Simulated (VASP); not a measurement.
# Al2Au (Fm-3m) in VASP: single point with PBEsol

Aim: the single point of Al2Au with PBEsol.

Everything below comes from runs of VASP 6.6.1. Logs are shortened: lines on timing, memory, paths and dates and some standing lists are left out, and cuts for length are marked.

### Step 1. The cell of the first run

Symmetry: Fm-3m, No. 225, cubic system. The conventional cell has a = 6.003 Å, b = 6.003 Å, c = 6.003 Å, α = 90.00°, β = 90.00°, γ = 90.00°. Al (site symmetry -43m) has 4 Au at 2.60 Å and 6 Al at 3.00 Å within 3.4 Å. Within 3.4 Å of Au (site symmetry m-3m) lie 8 Al at 2.60 Å.

### Step 2. Single point, PBEsol

File POSCAR:

```
Al2Au
1.0
    0.0000000000      3.0014927459      3.0014927459
    3.0014927459      0.0000000000      3.0014927459
    3.0014927459      3.0014927459      0.0000000000
Al Au
2 1
Direct
    0.2500000000      0.2500000000      0.2500000000
    0.7500000000      0.7500000000      0.7500000000
    0.0000000000      0.0000000000      0.0000000000
```

File INCAR.step1:

```
SYSTEM = Al2Au
PREC = Accurate
ENCUT = 520
EDIFF = 1E-6
ISMEAR = 0
SIGMA = 0.1
LREAL = .False.
LASPH = .True.
NELM = 80
ALGO = Normal
ISIF = 2
LWAVE = .False.
LCHARG = .True.
LMAXMIX = 4
GGA = PS
NBANDS = 16
```

File KPOINTS.step1:

```
Automatic mesh
0
Gamma
  12 12 12
  0 0 0
```

File INCAR.step2:

```
SYSTEM = Al2Au
PREC = Accurate
ENCUT = 520
EDIFF = 1E-6
ISMEAR = -5
SIGMA = 0.1
LREAL = .False.
LASPH = .True.
NELM = 80
ALGO = Normal
ISIF = 2
LWAVE = .False.
LCHARG = .False.
LMAXMIX = 4
GGA = PS
LORBIT = 10
NEDOS = 1001
ICHARG = 11
```

File KPOINTS.step2:

```
Automatic mesh
0
Gamma
  18 18 18
  0 0 0
```

Potentials or basis: VASP PAW PBE potentials, release 64 (Al, Au).

Run with:

```sh
$ cat potpaw_PBE.64/Al/POTCAR potpaw_PBE.64/Au/POTCAR > POTCAR
$ cp INCAR.step1 INCAR
$ cp KPOINTS.step1 KPOINTS
$ mpirun -np 1 vasp_std > vasp.out
$ cp INCAR.step2 INCAR
$ cp KPOINTS.step2 KPOINTS
$ mpirun -np 1 vasp_std > vasp.out
```

OUTCAR:

```text
SYSTEM = Al2Au
   PREC = Accurate
   ENCUT = 520
   EDIFF = 1E-6
   ISMEAR = -5
   LREAL = .False.
   LASPH = .True.
   NELM = 80
   ISIF = 2
   GGA = PS
   LORBIT = 10
   ICHARG = 11

 ion  position               nearest neighbor table
   1  0.250  0.250  0.250-   3 2.60   3 2.60   3 2.60   3 2.60   2 3.00   2 3.00   2 3.00   2 3.00
                             2 3.00   2 3.00
   2  0.750  0.750  0.750-   3 2.60   3 2.60   3 2.60   3 2.60   1 3.00   1 3.00   1 3.00   1 3.00
                             1 3.00   1 3.00
   3  0.000  0.000  0.000-   2 2.60   2 2.60   2 2.60   1 2.60   1 2.60   1 2.60   2 2.60   1 2.60

  LATTYP: Found a face centered cubic cell.
 ALAT       =     6.0029854918

  Lattice vectors:

 A1 = (   0.0000000000,   3.0014927459,   3.0014927459)
 A2 = (   3.0014927459,   0.0000000000,   3.0014927459)
 A3 = (   3.0014927459,   3.0014927459,   0.0000000000)

Analysis of symmetry for initial positions (statically):
=====================================================================
 Subroutine PRICEL returns:
 Original cell was already a primitive cell.

 Routine SETGRP: Setting up the symmetry group for a
 face centered cubic supercell.

 Subroutine GETGRP returns: Found 48 space group operations
 (whereof 48 operations were pure point group operations)
 out of a pool of 48 trial point group operations.

The static configuration has the point symmetry O_h .

Analysis of symmetry for dynamics (positions and initial velocities):
=====================================================================
 Subroutine PRICEL returns:
 Original cell was already a primitive cell.

 Routine SETGRP: Setting up the symmetry group for a
 face centered cubic supercell.

 Subroutine GETGRP returns: Found 48 space group operations
 (whereof 48 operations were pure point group operations)
 out of a pool of 48 trial point group operations.

The dynamic configuration has the point symmetry O_h .

 Subroutine INISYM returns: Found 48 space group operations
 (whereof 48 operations are pure point group operations),
 and found     1 'primitive' translations

----------------------------------------------------------------------------------------

                                     Primitive cell

  volume of cell :      54.0806

  direct lattice vectors                    reciprocal lattice vectors
     0.000000000  3.001492746  3.001492746    -0.166583778  0.166583778  0.166583778
     3.001492746  0.000000000  3.001492746     0.166583778 -0.166583778  0.166583778
     3.001492746  3.001492746  0.000000000     0.166583778  0.166583778 -0.166583778

  length of vectors
     4.244751749  4.244751749  4.244751749     0.288531566  0.288531566  0.288531566

  position of ions in fractional coordinates (direct lattice)
     0.250000000  0.250000000  0.250000000
     0.750000000  0.750000000  0.750000000
     0.000000000  0.000000000  0.000000000

  ion indices of the primitive-cell ions
   primitive index   ion index
                 1           1
                 2           2
                 3           3

----------------------------------------------------------------------------------------

 KPOINTS: Automatic mesh

Automatic generation of k-mesh.
 Grid dimensions read from file:
 generate k-points for:   18   18   18

 Generating k-lattice:

  Cartesian coordinates                     Fractional coordinates (reciprocal lattice)
    -0.009254654  0.009254654  0.009254654     0.055555556  0.000000000  0.000000000
     0.009254654 -0.009254654  0.009254654     0.000000000  0.055555556  0.000000000
     0.009254654  0.009254654 -0.009254654     0.000000000  0.000000000  0.055555556

  Length of vectors
     0.016029531  0.016029531  0.016029531

  Shift w.r.t. Gamma in fractional coordinates (k-lattice)
     0.000000000  0.000000000  0.000000000

 TETIRR: Found    806 inequivalent tetrahedra from    34992

 Subroutine IBZKPT returns following result:
 ===========================================

 Found    195 irreducible k-points:

 Following reciprocal coordinates:
            Coordinates               Weight
  0.000000  0.000000  0.000000      1.000000
  0.055556  0.000000  0.000000      8.000000
  0.111111  0.000000  0.000000      8.000000
  0.166667  0.000000  0.000000      8.000000
  0.222222  0.000000  0.000000      8.000000
  0.277778  0.000000  0.000000      8.000000
[... 16 lines left out ...]
 -0.277778  0.055556  0.000000     24.000000
 -0.222222  0.055556  0.000000     24.000000
 [... further k-points ...]
   k-points           NKPTS =    195   k-points in BZ     NKDIM =    195   number of bands    NBANDS=     12
   number of dos      NEDOS =   1001   number of ions     NIONS =      3
   total plane-waves  NPLWV =  32768
   dimension x,y,z NGX =    32 NGY =   32 NGZ =   32
   dimension x,y,z NGXF=    64 NGYF=   64 NGZF=   64
   ions per type =               2   1
   NGX,Y,Z   is equivalent  to a cutoff of  12.53, 12.53, 12.53 a.u.
   NGXF,Y,Z  is equivalent  to a cutoff of  25.07, 25.07, 25.07 a.u.
 SYSTEM =  Al2Au
   PREC   = accura    normal or accurate (medium, high low for compatibility)
   ISTART =      0    job   : 0-new  1-cont  2-samecut
   ICHARG =     11    charge: 1-file 2-atom 10-const
   ISPIN  =      1    spin polarized calculation?
   LNONCOLLINEAR =      F non collinear calculations
   LSORBIT =      F    spin-orbit coupling
   LASPH  =      T    aspherical Exc in radial PAW
   ENCUT  =  520.0 eV  38.22 Ry    6.18 a.u.   7.89  7.89  7.89*2*pi/ulx,y,z
   NELM   =     80;   NELMIN=  2; NELMDL=  0     # of ELM steps
   EDIFF  = 0.1E-05   stopping-criterion for ELM
   LREAL  =      F    real-space projection
   EDIFFG = 0.1E-04   stopping-criterion for IOM
   NSW    =      0    number of steps for IOM
   IBRION =     -1    ionic relax: 0-MD 1-quasi-New 2-CG
   NFREE  =      0    steps in history (QN), initial steepest desc. (CG)
   ISIF   =      2    stress and relaxation
   ISYM   =      2    0-nonsym 1-usesym 2-fastsym
   POTIM  = 0.5000    time-step for ionic-motion
   TEBEG  =    0.0;   TEEND  =   0.0 temperature during run
   PSTRESS=    0.0 pullay stress
   NELECT =      17.0000    total number of electrons
   NUPDOWN=      -1.0000    fix difference up-down
   EMIN   =  10.00;   EMAX   =-10.00  energy-range for DOS
   EFERMI =   0.00;   METHOD = LEGACY
   ISMEAR =    -5;   SIGMA  =   0.10  broadening in eV -4-tet -1-fermi 0-gaus
   EFERMI_NEDOS =   21; number of points for ismear=-14 and -15
   IALGO  =     38    algorithm
   IMIX   =      4    mixing-type and parameters
     AMIX     =   0.40;   BMIX     =  1.00
     AMIX_MAG =   1.60;   BMIX_MAG =  1.00
  volume/ion in A,a.u.               =      18.03       121.65
  Fermi-wavevector in a.u.,A,eV,Ry     =   1.113125  2.103501 16.858254  1.239047
  Thomas-Fermi vector in A             =   2.249706
   LORBIT       =     10    0 simple, 1 ext, 2 COOP (PROOUT), +10 PAW based schemes
   GGA     = PS    functional components
   LHFCALC =     F    Hartree Fock is set to
   AEXX    =    0.0000 exact exchange contribution
   IVDW    =     0    specifies the selected vdW correction
   LEPSILON=     F    determine dielectric tensor
   LRPA    =     F    only Hartree local field effects (RPA)
 non-spin polarized calculation
 Fermi weights with tetrahedron method with Bloechl corrections
  energy-cutoff  :      520.00
  volume of cell :       54.08
 maximum number of plane-waves:      1472

 number of electron      17.0000001 magnetization

 Free energy of the ion-electron system (eV)
  ---------------------------------------------------
  ext. energy  EPLUGINS =         0.00000000
  ---------------------------------------------------
  free energy    TOTEN  =       -13.47646360 eV

  energy without entropy =      -13.47646360  energy(sigma->0) =      -13.47646360

 E-fermi :   7.6719     XC(G=0): -10.6330

 val. band max:        7.6883844298   @ k =  -0.3889   0.1667   0.0000
 cond. band min:       7.6104519971   @ k =   0.2222   0.2222   0.0000
 fundamental gap:     -0.0779324327
 Fermi energy:         7.6718512187

 k-point     1 :       0.0000    0.0000    0.0000
  band No.  band energies     occupation
      1      -2.8805      2.00000
      2       1.0753      2.00000
      3       1.0753      2.00000
      4       1.0753      2.00000
      5       2.0350      2.00000
      6       2.0350      2.00000
      7       9.9357      0.00000
      8      10.5965      0.00000
      9      10.5965      0.00000
     10      10.5965      0.00000
     11      11.5947      0.00000
     12      11.5947      0.00000

 k-point     2 :       0.0556    0.0000    0.0000
  band No.  band energies     occupation
      1      -2.8399      2.00000
      2       1.0616      2.00000
      3       1.0859      2.00000
      4       1.0859      2.00000
      5       2.0325      2.00000
      6       2.0325      2.00000
      7       9.6402      0.00000
      8      10.1267      0.00000
      9      10.4000      0.00000
     10      10.4000      0.00000
     11      11.8099      0.00000
     12      11.8116      0.00000

 k-point     3 :       0.1111    0.0000    0.0000
  band No.  band energies     occupation
      1      -2.7189      2.00000
      2       1.0232      2.00000
      3       1.1156      2.00000
      4       1.1156      2.00000
      5       2.0267      2.00000
      6       2.0267      2.00000
      7       8.5195     -0.09293
      8      10.0206      0.00000
      9      10.0206      0.00000
     10      10.1451      0.00000
     11      12.2073      0.00000
     12      12.2074      0.00000

 k-point     4 :       0.1667    0.0000    0.0000
  band No.  band energies     occupation
      1      -2.5206      2.00000
      2       0.9687      2.00000
      3       1.1591      2.00000
      4       1.1591      2.00000
      5       2.0222      2.00000
      6       2.0222      2.00000
      7       7.3335      1.72401
      8       9.6095      0.00000
      9       9.6095      0.00000
     10      10.2584      0.00000
     11      12.3468      0.00000
     12      12.3497      0.00000

 k-point     5 :       0.2222    0.0000    0.0000
  band No.  band energies     occupation
      1      -2.2512      2.00000
      2       0.9108      2.00000
      3       1.2079      2.00000
      4       1.2079      2.00000
      5       2.0257      2.00000
      6       2.0257      2.00000
      7       6.1892      2.00000
      8       9.2056      0.00000
      9       9.2056      0.00000
     10      10.3935      0.00000
     11      12.1338      0.00000
     12      12.1352      0.00000
[... 228 lines left out ...]
      1      -1.0624      2.00000
      2       0.9338      2.00000
      3       1.3241      2.00000
      4       1.3261      2.00000
      5       2.0897      2.00000
      6       2.1520      2.00000
      7       3.0129      2.00000
      8       7.7314      0.81464
      9       8.2554      0.00000
     10      10.7559      0.00000
     11      11.3591      0.00000
     12      11.5468      0.00000

 k-point    22 :      -0.3333    0.0556    0.0000
  band No.  band energies     occupation
      1      -1.3997      2.00000
      2       0.8507      2.00000
      3       1.3031      2.00000
      4       1.3094      2.00000
      5       2.0424      2.00000
      6       2.1262      2.00000
      7       3.8378      2.00000
      8       7.8615      0.44104
      9       8.5745      0.00000
     10      10.8021      0.00000
     11      11.3836      0.00000
     12      11.5851      0.00000

 k-point    23 :      -0.2778    0.0556    0.0000
  band No.  band energies     occupation
      1      -1.7680      2.00000
      2       0.8426      2.00000
      3       1.2755      2.00000
      4       1.2785      2.00000
      5       2.0048      2.00000
      6       2.0952      2.00000
      7       4.7889      2.00000
      8       8.0700      0.01252
      9       8.9707      0.00000
     10      10.7761      0.00000
     11      11.5361      0.00000
     12      11.6699      0.00000

 k-point    24 :      -0.2222    0.0556    0.0000
  band No.  band energies     occupation
      1      -2.1119      2.00000
      2       0.8785      2.00000
      3       1.2339      2.00000
      4       1.2370      2.00000
      5       1.9862      2.00000
      6       2.0698      2.00000
      7       5.8343      2.00000
      8       8.3367     -0.13402
      9       9.4191      0.00000
     10      10.6875      0.00000
     11      11.7930      0.00000
     12      11.8009      0.00000

 [... further k-points ...]

------------------------ aborting loop because EDIFF is reached ----------------------------------------

  FORCE on cell =-STRESS in cart. coord.  units (eV):
  Direction    XX          YY          ZZ          XY          YZ          ZX
  --------------------------------------------------------------------------------------
  -------------------------------------------------------------------------------------
  Total       -0.0692269     -0.0692269     -0.0692269     -0.0000000     -0.0000000     -0.0000000
  in kB       -2.0508951     -2.0508951     -2.0508951     -0.0000000     -0.0000000     -0.0000000
  external PRESSURE =      -2.0508951 kB  Pullay stress =       0.0000000 kB

 VOLUME and BASIS-vectors are now :
 -----------------------------------------------------------------------------
  energy-cutoff  :      520.00
  volume of cell :       54.08
      direct lattice vectors                 reciprocal lattice vectors
     0.000000000  3.001492746  3.001492746    -0.166583778  0.166583778  0.166583778
     3.001492746  0.000000000  3.001492746     0.166583778 -0.166583778  0.166583778
     3.001492746  3.001492746  0.000000000     0.166583778  0.166583778 -0.166583778

 POSITION                                       TOTAL-FORCE (eV/Angst)
 -----------------------------------------------------------------------------------
      1.50075      1.50075      1.50075         0.000000      0.000000      0.000000
      4.50224      4.50224      4.50224        -0.000000     -0.000000     -0.000000
      0.00000      0.00000      0.00000         0.000000      0.000000      0.000000
 -----------------------------------------------------------------------------------
    total drift:                                0.000000     -0.000000      0.000000

  FREE ENERGIE OF THE ION-ELECTRON SYSTEM (eV)
  ---------------------------------------------------
  free  energy   TOTEN  =       -13.4764636025 eV

  energy  without entropy=      -13.4764636025  energy(sigma->0) =      -13.47646360

 total charge

# of ion       s       p       d       tot
------------------------------------------
    1        0.393   0.356   0.000   0.749
    2        0.393   0.356   0.000   0.749
    3        0.754   0.696   8.545   9.995
--------------------------------------------------
tot          1.540   1.408   8.545  11.493
```

Run time: 2.3 min. Hardware: 1 thread of Intel Xeon 8259CL, shared host; peak memory 0.28 GiB.

What came out:

```
Valence electrons inside the program's atomic spheres : Al 0.75; Au 9.99
```

Levels at points of the mesh, in eV from the Fermi level:
```csv
k point,band 6,band 7,band 8,band 9,band 10,band 11,band 12
"(0.00, 0.00, 0.00)",-5.64,2.26,2.92,2.92,2.92,3.92,3.92
"(0.50, 0.00, 0.00)",-5.52,-5.46,0.36,0.36,3.25,3.59,3.81
"(0.50, 0.50, 0.00)",-5.33,-5.04,-2.11,-2.11,1.28,2.03,7.65
```

Caveat: the PAW data sets were made with another functional, which shifts forces and pressure a little; spin-orbit coupling is left out, which moves the levels of the heavy elements; tetrahedron occupations give inexact forces and stress in metals.
